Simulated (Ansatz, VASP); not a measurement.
## Al8H in VASP and in Ansatz

```
CELL_PARAMETERS angstrom
5.71352 0.00000 0.00000
0.00000 8.08013 0.00000
0.00000 0.00000 22.24328
ATOMIC_POSITIONS crystal
Al 0.25000 0.25000 0.17983
Al 0.25000 0.75000 0.17983
Al 0.75000 0.25000 0.17983
Al 0.75000 0.75000 0.17983
Al 0.00000 0.00000 0.24405
Al 0.00000 0.50000 0.24405
Al 0.50000 0.00000 0.24405
Al 0.50000 0.50000 0.24405
Al 0.25000 0.25000 0.31026
Al 0.25000 0.75000 0.31026
Al 0.75000 0.25000 0.31026
Al 0.75000 0.75000 0.31026
Al 0.00000 0.00000 0.37060
Al 0.00000 0.50000 0.37060
Al 0.50000 0.00000 0.37060
Al 0.50000 0.50000 0.37060
H 0.25000 0.19313 0.48749
H 0.25000 0.30687 0.48749
```

Alike in both runs: task single point; functional PBE; k mesh 5 × 4 × 1; occupations gaussian, width 0.1 eV; no spin polarisation.

|  | VASP | Ansatz |
| --- | --- | --- |
| version | VASP 6.6.1 | Ansatz 0.2.0 |
| potentials or method | VASP PAW PBE potentials, release 64 (Al, H), cutoff 520 eV | scalar-relativistic, plane waves, PAW |
| valence electrons in the cell | 50 | 50 |

```csv
,VASP,Ansatz,Ansatz less VASP
gap on the k mesh at the Fermi level (eV),none,none,-
rms of the force components (eV/Å),0.658,0.658,0.0000
```

Atom by atom the forces differ by 0.001 eV/Å (rms over components). A gap of «none» marks a metal or a gap that the smearing closes.
